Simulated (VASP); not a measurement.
The system is KI.

```xyz
2
Lattice="0.0000 3.5328 3.5328 3.5328 0.0000 3.5328 3.5328 3.5328 0.0000" Properties=species:S:1:pos:R:3 pbc="T T T"
I     3.5328    3.5328    3.5328
K     0.0000    0.0000    0.0000
```

Program: VASP 6.6.1. Alike in all runs: task single point; no spin polarisation; cell as given; cutoff (eV) 520; smearing fermi-dirac 0.05 eV.

**Question.** Order these runs on this cell by their band gap on the k mesh, lowest first.
A. level LDA; potentials or basis VASP PAW LDA potentials, release 64 (I, K_sv); k mesh 7 × 7 × 7
B. level r2SCAN; potentials or basis VASP PAW PBE potentials, release 64 (I, K_sv); k mesh 7 × 7 × 7
C. level PBEsol; potentials or basis VASP PAW PBE potentials, release 64 (I, K_sv); k mesh 6 × 6 × 6
D. level r2SCAN0; potentials or basis VASP PAW PBE potentials, release 64 (I, K_sv); k mesh 4 × 4 × 4; grid for exact exchange (PRECFOCK) Normal

**Answer.** A (3.62 eV), C (3.81 eV), B (4.61 eV), D (6.00 eV).

Caveats: spin-orbit coupling is left out, which moves the levels of the heavy elements.

A k mesh can miss the band edges, odd and even meshes differently.
